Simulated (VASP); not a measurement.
# HfB2 (P6/mmm) in VASP: notebook, part 2 of 2

VASP 6.6.1. The steps go on from the part before.

### Step 4. Density of states, PBEsol

This run uses another cell than the first one, of 9.90 Å³/atom, 0.943 times its volume.

POSCAR reads:

```
HfB2
1.0
    3.1400001005      0.0000000000      0.0000000000
   -1.5700000503      2.7193198549      0.0000000000
    0.0000000000      0.0000000000      3.4800000000
Hf B
1 2
Direct
    0.0000000000      0.0000000000      0.0000000000
    0.3333333333      0.6666666667      0.5000000000
    0.6666666667      0.3333333333      0.5000000000
```

INCAR.step1 reads:

```
ALGO = Normal
EDIFF = 1E-6
ENCUT = 520
GGA = PS
ISIF = 2
ISMEAR = -1
LASPH = True
LCHARG = True
LMAXMIX = 4
LREAL = False
LWAVE = False
NBANDS = 15
NELM = 100
PREC = Accurate
SIGMA = 0.05
```

KPOINTS.step1 reads:

```
k-points
0
Gamma
  13 13 11
```

INCAR.step2 reads:

```
ALGO = Normal
EDIFF = 1E-6
ENCUT = 520
GGA = PS
ICHARG = 11
ISIF = 2
ISMEAR = -5
LASPH = True
LCHARG = False
LMAXMIX = 4
LORBIT = 10
LREAL = False
LWAVE = False
NBANDS = 15
NEDOS = 2001
NELM = 100
PREC = Accurate
SIGMA = 0.05
```

KPOINTS.step2 reads:

```
k-points
0
Gamma
  20 20 17
```

Command:

```
$ cat potpaw_PBE.64/Hf_pv/POTCAR potpaw_PBE.64/B/POTCAR > POTCAR
$ cp INCAR.step1 INCAR
$ cp KPOINTS.step1 KPOINTS
$ mpirun -np 1 vasp_std > vasp.out
$ cp INCAR.step2 INCAR
$ cp KPOINTS.step2 KPOINTS
$ mpirun -np 1 vasp_std > vasp.out
```

It took 99 s on 1 thread of Intel Xeon Platinum 8259CL at 2.50GHz (Skylake/Cascade Lake), shared host; peak memory 0.29 GiB.

It converged, with:

```
Valence electrons inside the program's atomic spheres : Hf 8.74; B 1.93
```

Levels at points of the mesh, in eV from the Fermi level:
```tsv
k point	band 4	band 5	band 6	band 7	band 8	band 9	band 10	band 11	band 12	band 13
(0.00, 0.00, 0.00)	-13.83	-3.15	-3.00	-3.00	-2.86	3.88	3.88	4.55	4.55	4.89
(0.50, 0.00, 0.00)	-9.88	-9.10	-4.24	-3.52	-3.00	2.03	2.59	5.47	5.61	6.19
```

Caveat: the PAW data sets were made with another functional, which shifts forces and pressure a little; spin-orbit coupling is left out, which moves the levels of the heavy elements; tetrahedron occupations give inexact forces and stress in metals.

### Step 5. Electric field gradients, PBEsol (equal xx and yy strain of -2 %)

INCAR reads:

```
PREC = Accurate
ENCUT = 420
EDIFF = 1E-8
ISMEAR = -1
SIGMA = 0.05
LREAL = F
LASPH = T
NELM = 120
ALGO = Normal
ISIF = 2
LWAVE = F
LCHARG = F
GGA = PS
LEFG = T
NBANDS = 15
GGA_COMPAT = F
```

KPOINTS reads:

```
Automatic mesh
0
Gamma
  13 13 11
```

POSCAR reads:

```
HfB2
1.0
    3.0772000985      0.0000000000      0.0000000000
   -1.5386000493      2.6649334578      0.0000000000
    0.0000000000      0.0000000000      3.4800000000
Hf B
1 2
Direct
    0.0000000000      0.0000000000      0.0000000000
    0.3333333333      0.6666666667      0.5000000000
    0.6666666667      0.3333333333      0.5000000000
```

Potentials or basis: VASP PAW PBE potentials, release 64 (Hf_pv, B).

Command:

```
$ cat potpaw_PBE.64/Hf_pv/POTCAR potpaw_PBE.64/B/POTCAR > POTCAR
$ mpirun -np 1 vasp_std > vasp.out
```

OUTCAR:

```text
PREC = Accurate
   ENCUT = 420
   EDIFF = 1E-8
   ISMEAR = -1
   LREAL = F
   LASPH = T
   NELM = 120
   ISIF = 2
   GGA = PS

 ion  position               nearest neighbor table
   1  0.000  0.000  0.000-   2 2.49   3 2.49   2 2.49   3 2.49   2 2.49   2 2.49   3 2.49   3 2.49
                             3 2.49   3 2.49   2 2.49   2 2.49
   2  0.333  0.667  0.500-   3 1.78   3 1.78   3 1.78   1 2.49   1 2.49   1 2.49   1 2.49   1 2.49
                             1 2.49
   3  0.667  0.333  0.500-   2 1.78   2 1.78   2 1.78   1 2.49   1 2.49   1 2.49   1 2.49   1 2.49
                             1 2.49

  LATTYP: Found a hexagonal cell.
 ALAT       =     3.0772000985
 C/A-ratio  =     1.1308981830

  Lattice vectors:

 A1 = (   3.0772000985,   0.0000000000,   0.0000000000)
 A2 = (  -1.5386000493,   2.6649334578,   0.0000000000)
 A3 = (   0.0000000000,   0.0000000000,   3.4800000000)

Analysis of symmetry for initial positions (statically):
=====================================================================
 Subroutine PRICEL returns:
 Original cell was already a primitive cell.

 Routine SETGRP: Setting up the symmetry group for a
 hexagonal supercell.

 Subroutine GETGRP returns: Found 24 space group operations
 (whereof 24 operations were pure point group operations)
 out of a pool of 24 trial point group operations.

The static configuration has the point symmetry D_6h.

Analysis of symmetry for dynamics (positions and initial velocities):
=====================================================================
 Subroutine PRICEL returns:
 Original cell was already a primitive cell.

 Routine SETGRP: Setting up the symmetry group for a
 hexagonal supercell.

 Subroutine GETGRP returns: Found 24 space group operations
 (whereof 24 operations were pure point group operations)
 out of a pool of 24 trial point group operations.

The dynamic configuration has the point symmetry D_6h.

 Subroutine INISYM returns: Found 24 space group operations
 (whereof 24 operations are pure point group operations),
 and found     1 'primitive' translations

----------------------------------------------------------------------------------------

                                     Primitive cell

  volume of cell :      28.5379

  direct lattice vectors                    reciprocal lattice vectors
     3.077200099  0.000000000  0.000000000     0.324970742  0.187621946  0.000000000
    -1.538600049  2.664933458  0.000000000     0.000000000  0.375243891  0.000000000
     0.000000000  0.000000000  3.480000000     0.000000000  0.000000000  0.287356322

  length of vectors
     3.077200099  3.077200098  3.480000000     0.375243891  0.375243891  0.287356322

  position of ions in fractional coordinates (direct lattice)
     0.000000000  0.000000000  0.000000000
     0.333333333  0.666666667  0.500000000
     0.666666667  0.333333333  0.500000000

  ion indices of the primitive-cell ions
   primitive index   ion index
[... 96 lines left out ...]
  volume/ion in A,a.u.               =       9.51        64.19
  Fermi-wavevector in a.u.,A,eV,Ry     =   1.349919  2.550977 24.793642  1.822281
  Thomas-Fermi vector in A             =   2.477466
   LORBIT       =      0    0 simple, 1 ext, 2 COOP (PROOUT), +10 PAW based schemes
   GGA     = PS    functional components
   LHFCALC =     F    Hartree Fock is set to
   AEXX    =    0.0000 exact exchange contribution
   IVDW    =     0    specifies the selected vdW correction
   LEPSILON=     F    determine dielectric tensor
   LRPA    =     F    only Hartree local field effects (RPA)
 non-spin polarized calculation
  energy-cutoff  :      420.00
  volume of cell :       28.54
 maximum number of plane-waves:       568
 NGX is ok and might be reduce to    24
   NGX = 11   NGY = 11   NGZ = 11

 number of electron      16.0000002 magnetization

 Free energy of the ion-electron system (eV)
  ---------------------------------------------------
  ext. energy  EPLUGINS =         0.00000000
  ---------------------------------------------------
  free energy    TOTEN  =       -27.83681375 eV

  energy without entropy =      -27.83529585  energy(sigma->0) =      -27.83605480

 E-fermi :   7.9116     XC(G=0): -12.8693

 val. band max:        7.8740170464   @ k =   0.2308   0.2308   0.0000
 cond. band min:       7.9203016179   @ k =   0.3077   0.1538   0.0000
 fundamental gap:      0.0462845715
 Fermi energy:         7.9115641216

 k-point     1 :       0.0000    0.0000    0.0000
  band No.  band energies     occupation
      1     -22.6312      2.00000
      2     -22.0240      2.00000
      3     -22.0240      2.00000
      4      -6.0985      2.00000
      5       4.6220      2.00000
      6       4.9610      2.00000
      7       5.0493      2.00000
      8       5.0493      2.00000
      9      12.0852      0.00000
     10      12.0852      0.00000
     11      12.5715      0.00000
     12      12.5715      0.00000
     13      13.1945      0.00000
     14      13.1945      0.00000
[... 401 lines left out ...]
      2     -22.2356      2.00000
      3     -22.0693      2.00000
      4      -5.4484      2.00000
      5       3.6565      2.00000
      6       3.9395      2.00000
      7       5.0189      2.00000
      8       5.7891      2.00000
      9      10.1814      0.00000
     10      10.7262      0.00000
     11      12.5999      0.00000
     12      12.8042      0.00000
     13      13.7269      0.00000
     14      15.4033      0.00000
     15      15.6652      0.00000

 [... further k-points ...]

------------------------ aborting loop because EDIFF is reached ----------------------------------------

  FORCE on cell =-STRESS in cart. coord.  units (eV):
  Direction    XX          YY          ZZ          XY          YZ          ZX
  --------------------------------------------------------------------------------------
  -------------------------------------------------------------------------------------
  Total        1.8227190      1.8227190      0.0016982     -0.0000000     -0.0000000      0.0000000
  in kB      102.3314071    102.3314071      0.0953381     -0.0000000     -0.0000000      0.0000000
  external PRESSURE =      68.2527174 kB  Pullay stress =       0.0000000 kB

 VOLUME and BASIS-vectors are now :
 -----------------------------------------------------------------------------
  energy-cutoff  :      420.00
  volume of cell :       28.54
      direct lattice vectors                 reciprocal lattice vectors
     3.077200099  0.000000000  0.000000000     0.324970742  0.187621946  0.000000000
    -1.538600049  2.664933458  0.000000000     0.000000000  0.375243891  0.000000000
     0.000000000  0.000000000  3.480000000     0.000000000  0.000000000  0.287356322

 POSITION                                       TOTAL-FORCE (eV/Angst)
 -----------------------------------------------------------------------------------
      0.00000      0.00000      0.00000        -0.000000     -0.000000      0.000000
     -0.00000      1.77662      1.74000         0.000000     -0.000000     -0.000000
      1.53860      0.88831      1.74000        -0.000000      0.000000      0.000000
 -----------------------------------------------------------------------------------
    total drift:                               -0.000000      0.000000      0.000000

  FREE ENERGIE OF THE ION-ELECTRON SYSTEM (eV)
  ---------------------------------------------------
  free  energy   TOTEN  =       -27.8368137452 eV

  energy  without entropy=      -27.8352958487  energy(sigma->0) =      -27.83605480

 Electric field gradients (V/A^2)
---------------------------------------------------------------------
 ion       V_xx      V_yy      V_zz      V_xy      V_xz      V_yz
---------------------------------------------------------------------
   1     -43.354   -43.355    86.709    -0.000    -0.000    -0.000
   2      -1.420    -1.420     2.841    -0.000     0.000    -0.000
   3      -1.420    -1.420     2.841    -0.000     0.000     0.000
---------------------------------------------------------------------

 Electric field gradients after diagonalization (V/A^2)
 (convention: |V_zz| > |V_xx| > |V_yy|)
----------------------------------------------------------------------
 ion       V_xx      V_yy      V_zz     asymmetry (V_yy - V_xx)/ V_zz
----------------------------------------------------------------------
   1     -43.355   -43.354    86.709       0.000
   2      -1.421    -1.420     2.841       0.000
   3      -1.421    -1.420     2.841       0.000
----------------------------------------------------------------------

           NMR quadrupolar parameters

 Cq : quadrupolar parameter    Cq=e*Q*V_zz/h
 eta: asymmetry parameters     (V_yy - V_xx)/ V_zz
 Q  : nuclear electric quadrupole moment in mb (millibarn)
----------------------------------------------------------------------
 ion       Cq(MHz)       eta       Q (mb)
----------------------------------------------------------------------
   1       0.210       0.000       1.000
   2       0.007       0.000       1.000
   3       0.007       0.000       1.000
----------------------------------------------------------------------
```

OSZICAR:

```text
N       E                     dE             d eps       ncg     rms          rms(c)
DAV:   1     0.218727040306E+02    0.21873E+02   -0.70431E+03  3780   0.861E+02
DAV:   2    -0.288818937550E+02   -0.50755E+02   -0.47726E+02  5028   0.202E+02
DAV:   3    -0.301780078634E+02   -0.12961E+01   -0.12926E+01  4865   0.241E+01
DAV:   4    -0.301828925370E+02   -0.48847E-02   -0.48842E-02  4592   0.182E+00
DAV:   5    -0.301829182544E+02   -0.25717E-04   -0.25715E-04  4872   0.116E-01    0.562E+01
DAV:   6    -0.279594668706E+02    0.22235E+01   -0.25894E+00  4571   0.120E+01    0.410E+01
DAV:   7    -0.279118741123E+02    0.47593E-01   -0.94741E-01  4865   0.717E+00    0.113E+01
DAV:   8    -0.278416131169E+02    0.70261E-01   -0.24863E-01  4389   0.385E+00    0.161E+00
DAV:   9    -0.278371719176E+02    0.44412E-02   -0.21529E-02  4424   0.119E+00    0.495E-01
DAV:  10    -0.278368071751E+02    0.36474E-03   -0.10319E-03  4816   0.276E-01    0.228E-01
DAV:  11    -0.278368157042E+02   -0.85292E-05   -0.72433E-05  4522   0.634E-02    0.817E-02
DAV:  12    -0.278368136378E+02    0.20665E-05   -0.35976E-06  4676   0.139E-02    0.902E-03
DAV:  13    -0.278368137169E+02   -0.79098E-07   -0.19351E-07  4802   0.351E-03    0.269E-03
DAV:  14    -0.278368137335E+02   -0.16661E-07   -0.31543E-08  4536   0.145E-03    0.787E-04
DAV:  15    -0.278368137477E+02   -0.14195E-07   -0.29375E-09  2184   0.439E-04    0.903E-04
DAV:  16    -0.278368137452E+02    0.25168E-08   -0.22577E-10  2065   0.128E-04
   1 F= -.27836814E+02 E0= -.27836055E+02  d E =-.151790E-02
```

Run time: 15 s. Hardware: 1 thread of Intel Xeon 6975P-C (Granite Rapids), shared host; peak memory 0.17 GiB.

Results:

```
Free energy            : -27.8368 eV
Pressure               : 6.8 GPa
Band gap on the k mesh : zero (band 8 reaches 8.71 eV, above the bottom of band 9 at 7.45 eV)
```

Levels at points of the mesh, in eV from the Fermi level:
```
           k point  band 5  band 6  band 7  band 8  band 9  band 10  band 11  band 12
(0.00, 0.00, 0.00)   -3.29   -2.95   -2.86   -2.86    4.17     4.17     4.66     4.66
```

Electric field gradients, principal values (V/Å²):
```csv
atom,least,middle,greatest (by size)
1 Hf,-43.354,-43.355,86.709
2 B,-1.420,-1.421,2.841
3 B,-1.420,-1.421,2.841
```

Caveat: the cell differs from its parent crystal (equal xx and yy strain of -2 %); without QUAD_EFG the Cq values of the log hold for a quadrupole moment of 1 mb, not for the nuclei; the PAW data sets were made with another functional, which shifts forces and pressure a little; spin-orbit coupling is left out, which moves the levels of the heavy elements.

### Step 6. Summary

```tsv
task	cell	cutoff (eV)	k mesh for the DOS	occupations for the DOS	gap on the mesh (eV)	pressure (GPa)
electric field gradients	a = 3.234, b = 3.234, c = 3.480 Å, angles 90.0, 90.0, 120.0°, 3 atoms	520	-	-	none	-18.0
electric field gradients	a = 3.140, b = 3.140, c = 3.480 Å, angles 90.0, 90.0, 120.0°, 3 atoms	520	-	-	none	-4.5
density of states	a = 3.140, b = 3.140, c = 3.480 Å, angles 90.0, 90.0, 120.0°, 3 atoms	520	20 × 20 × 17	tetrahedron	-	-
electric field gradients	a = 3.077, b = 3.077, c = 3.480 Å, angles 90.0, 90.0, 120.0°, 3 atoms	420	-	-	none	6.8
```

Alike in all rows: level PBEsol; potentials or basis VASP PAW PBE potentials, release 64 (Hf_pv, B); no spin polarisation; k mesh 13 × 13 × 11; smearing fermi-dirac 0.05 eV.

Caveats: the PAW data sets were made with another functional, which shifts forces and pressure a little; spin-orbit coupling is left out, which moves the levels of the heavy elements; tetrahedron occupations give inexact forces and stress in metals (some runs).

Absolute energies hang on the potentials; compare differences alone.
